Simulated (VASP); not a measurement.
# Gd (Fm-3m) in VASP: a series of runs, part 2 of 2

VASP 6.6.1. The steps go on from the part before.

### Step 4. Relaxation of cell and atoms, PBE, collinear spin, ferromagnetic start, target pressure 100 GPa, at which the enthalpy is minimised

This run uses another cell than the first one, of 14.28 Å³/atom, 0.991 times its volume.

Input file INCAR:

```
  ALGO = Normal
  EDIFF = 1E-7
  EDIFFG = -0.005
  ENCUT = 600
  GGA = PE
  IBRION = 2
  ISIF = 3
  ISMEAR = -1
  ISPIN = 2
  LASPH = True
  LCHARG = False
  LMAXMIX = 6
  LORBIT = 11
  LREAL = False
  LWAVE = False
  MAGMOM = 7
  NELM = 150
  NSW = 60
  PREC = Accurate
  PSTRESS = 1000.0
  SIGMA = 0.08
```

Input file KPOINTS:

```
k-points
0
Gamma
  17 17 17
```

Input file POSCAR:

```
Gd
1.0
    0.0000000000      1.9258090535      1.9258090535
    1.9258090535      0.0000000000      1.9258090535
    1.9258090535      1.9258090535      0.0000000000
Gd
1
Direct
    0.0000000000      0.0000000000      0.0000000000
```

Potentials or basis: VASP PAW PBE potentials, release 64 (Gd).

Run with:

```sh
cat potpaw_PBE.64/Gd/POTCAR > POTCAR
mpirun -np 1 vasp_std > vasp.out
```

OUTCAR:

```text
EDIFF = 1E-7
   EDIFFG = -0.005
   ENCUT = 600
   GGA = PE
   IBRION = 2
   ISIF = 3
   ISMEAR = -1
   ISPIN = 2
   LASPH = True
   LORBIT = 11
   LREAL = False
   NELM = 150
   NSW = 60
   PREC = Accurate
   PSTRESS = 1000.0

 ion  position               nearest neighbor table
   1  0.000  0.000  0.000-

  LATTYP: Found a face centered cubic cell.
 ALAT       =     3.8516181070

  Lattice vectors:

 A1 = (   0.0000000000,   1.9258090535,   1.9258090535)
 A2 = (   1.9258090535,   0.0000000000,   1.9258090535)
 A3 = (   1.9258090535,   1.9258090535,   0.0000000000)

Analysis of symmetry for initial positions (statically):
=====================================================================
 Subroutine PRICEL returns:
 Original cell was already a primitive cell.

 Routine SETGRP: Setting up the symmetry group for a
 face centered cubic supercell.

 Subroutine GETGRP returns: Found 48 space group operations
 (whereof 48 operations were pure point group operations)
 out of a pool of 48 trial point group operations.
[... 256 lines left out ...]
  free energy    TOTEN  =        -8.55376828 eV

  energy without entropy =       -8.53489515  energy(sigma->0) =       -8.54433171

 E-fermi :   8.1990     XC(G=0): -14.4301

 val. band max:        8.1926288145   @ k =  -0.3529   0.2353   0.0588
 cond. band min:       8.2143864533   @ k =  -0.4706   0.2353   0.1176
 fundamental gap:      0.0217576387
 Fermi energy:         8.1989782305

 spin component 1

 k-point     1 :       0.0000    0.0000    0.0000
  band No.  band energies     occupation
      1     -37.2871      1.00000
      2     -10.9790      1.00000
      3     -10.9790      1.00000
      4     -10.9790      1.00000
      5       4.0206      1.00000
      6       4.6403      1.00000
[... 459 lines left out ...]
      6       4.5619      1.00000
[... 9 lines left out ...]
     16      14.3512      0.00000
     17      15.6891      0.00000

 [... further k-points ...]

 spin component 2

 k-point     1 :       0.0000    0.0000    0.0000
  band No.  band energies     occupation
      1     -34.6059      1.00000
      2      -8.6545      1.00000
      3      -8.6545      1.00000
      4      -8.6545      1.00000
      5       5.7845      1.00000
      6       8.1159      0.73852
[... 503 lines left out ...]
  energy  without entropy=       -8.5348951475  energy(sigma->0) =       -8.54433171

  enthalpy is  TOTEN    =         0.4902987205 eV   P V=        9.0440669990

 reached required accuracy - stopping structural energy minimisation

 total charge

# of ion       s       p       d       f       tot
--------------------------------------------------
    1        2.099   5.513   1.310   7.201  16.123

 magnetization (x)

# of ion       s       p       d       f       tot
--------------------------------------------------
    1        0.026  -0.053   0.036   6.423   6.432
```

CONTCAR:

```text
Gd
   1.00000000000000
     0.0000000000000000    1.9350021529471682    1.9350021529471682
     1.9350021529471682    0.0000000000000000    1.9350021529471682
     1.9350021529471682    1.9350021529471682    0.0000000000000000
  Gd
     1
Direct
     0.0000000000000000    0.0000000000000000    0.0000000000000000

  0.00000000E+00  0.00000000E+00  0.00000000E+00
```

Wall time 12 min (1 thread of Oxide Virtual Turin-like, shared host); peak memory 0.21 GiB.

What came out:

- Free energy: -8.5538 eV
- Relaxed volume: 14.49 Å³/atom
- Relaxed cell: a = 2.737 Å, b = 2.737 Å, c = 2.737 Å, α = 60.00°, β = 60.00°, γ = 60.00°
- Space group after relaxing (to 0.05 Å): Fm-3m (No. 225)
- Energy change on relaxing (the enthalpy is what falls): -131.2 meV/atom
- Ionic steps: 3
- Pressure after relaxing: 100.0 GPa
- Net moment: 6.60 μB per cell
- Site moments: Gd +6.43 μB
- Valence electrons inside the program's atomic spheres: Gd 16.12

The path:
```
step  energy change (eV)  largest force (eV/Å)  pressure (GPa)  volume (Å³)
   1              0.0000                0.0000          104.58        14.28
   2             -0.5122                0.0000           86.98        15.15
   3             -0.1312                0.0000           99.95        14.49
```

Final structure:
```xyz
1
Lattice="0.0000 1.9350 1.9350 1.9350 0.0000 1.9350 1.9350 1.9350 0.0000" Properties=species:S:1:pos:R:3 pbc="T T T"
Gd    0.0000    0.0000    0.0000
```

Levels at points of the mesh, in eV from the Fermi level:
Spin up:
| k point | band 9 | band 10 | band 11 | band 12 | band 13 | band 14 | band 15 | band 16 |
| --- | --- | --- | --- | --- | --- | --- | --- | --- |
| (0.00, 0.00, 0.00) | -3.40 | -2.78 | -2.78 | -2.78 | 1.82 | 1.82 | 1.82 | 7.51 |
Spin down:
```csv
k point,band 3,band 4,band 5,band 6,band 7,band 8,band 9,band 10
"(0.00, 0.00, 0.00)",-16.85,-16.85,-2.41,-0.08,1.13,1.13,1.13,2.49
```

Caveat: the cell is relaxed towards a set pressure, so the enthalpy falls and the energy may rise; spin-orbit coupling is left out, which moves the levels of the heavy elements.

### Step 5. Summary

```tsv
task	cell	cutoff (eV)	gap on the mesh (eV)	pressure (GPa)	moment (μB)
single point	a = 2.731 Å, angles 60.0°, 1 atom	520	none	101.3	6.59
single point	a = 2.732 Å, angles 60.0°, 1 atom	520	none	101.4	6.59
relaxation of cell and atoms	relaxed to 100 GPa from a = 2.724 Å, angles 60.0°, 1 atom	600	none	100.0	6.60
```

Alike in all rows: level PBE; potentials or basis VASP PAW PBE potentials, release 64 (Gd); spin collinear, ferromagnetic start; k mesh 17 × 17 × 17; smearing fermi-dirac 0.08 eV.

Caveats: spin-orbit coupling is left out, which moves the levels of the heavy elements; the cell is relaxed towards a set pressure, so the enthalpy falls and the energy may rise (some runs).

Absolute energies hang on the potentials; compare differences alone.
